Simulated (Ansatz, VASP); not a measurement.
**ZnSe: VASP beside Ansatz**

POSCAR

```
ZnSe
1.0
    0.0000000000      3.0595808523      2.6063096149
    3.0595808523      0.0000000000      2.6063096149
    3.0595808523      3.0595808523      0.0000000000
Zn Se
1 1
Direct
    0.0000000000      0.0000000000      0.0000000000
    0.7500000000      0.7500000000      0.7500000000
```

Contents of INCAR.step1:

```
SYSTEM = ZnSe
PREC = Accurate ; ENCUT = 520
ISMEAR = 0 ; SIGMA = 0.05
LREAL = .FALSE. ; LASPH = .TRUE.
NELM = 60 ; NBANDS = 16
GGA = PE ; ALGO = Normal
EDIFF = 1E-4 ; LWAVE = .TRUE.
LCHARG = .FALSE.
```

File INCAR.step2:

```
SYSTEM = ZnSe
PREC = Accurate ; ENCUT = 520
EDIFF = 1E-6 ; ISMEAR = 0
SIGMA = 0.05 ; LREAL = .FALSE.
LASPH = .TRUE. ; NELM = 60
ALGO = Normal ; ISIF = 2
LWAVE = .FALSE. ; LCHARG = .TRUE.
METAGGA = R2SCAN ; LMIXTAU = .TRUE.
LELF = .TRUE. ; LVHAR = .TRUE.
NBANDS = 16 ; ISTART = 1
```

The input KPOINTS:

```
regular mesh
0
G
  8 8 8
  0 0 0
```

Input for Ansatz:

```yaml
crystal:
  lattice:
    - [0.0, 3.0595808523, 2.6063096149]
    - [3.0595808523, 0.0, 2.6063096149]
    - [3.0595808523, 3.0595808523, 0.0]
  atoms:
    - { symbol: Zn, position: [0.0, 0.0, 0.0] }
    - { symbol: Se, position: [0.75, 0.75, 0.75] }
basis:
  ecutwfc: 500
kpoints:
  mp_grid: { grid: [8, 8, 8] }
hamiltonian:
  xc: r2scan
scf:
  occupations: { method: gaussian, width: 0.05 }
output:
  forces: true
  stress: true
  eigenvalues: true
  write_density: true
  write_potential: true
  elf: true
  volumetric_format: npy
```

Change from the starting cell: strain +0.080 along x and y, -0.080 along z, atoms carried along.

Alike in both runs: task single point; functional r2SCAN; k mesh 8 × 8 × 8; occupations gaussian, width 0.05 eV; no spin polarisation.

|  | VASP | Ansatz |
| --- | --- | --- |
| version | VASP 6.6.1 | Ansatz 0.2.0 |
| potentials or method | VASP PAW PBE potentials, release 64 (Zn, Se), cutoff 520 eV | scalar-relativistic, plane waves, PAW |
| valence electrons in the cell | 18 | 28 |

|  | VASP | Ansatz | Ansatz less VASP |
| --- | --- | --- | --- |
| gap on the k mesh at the Fermi level (eV) | 1.21 | 1.22 | +0.001 |
| least direct gap on the mesh (eV) | 1.21 | 1.22 | +0.001 |
| pressure (GPa) | -4.2 | -4.4 | -0.13 |
| traceless stress, the component that is largest in VASP (GPa) | 3.09 | 3.12 | +0.028 |

VASP's potentials were made for PBE, not for r2SCAN. The functional is the same, so the differences come from potentials, cutoffs and numerics. VASP's potentials hold 18 valence electrons a cell and Ansatz's 28, so a difference there can come from the potentials and not from the codes.
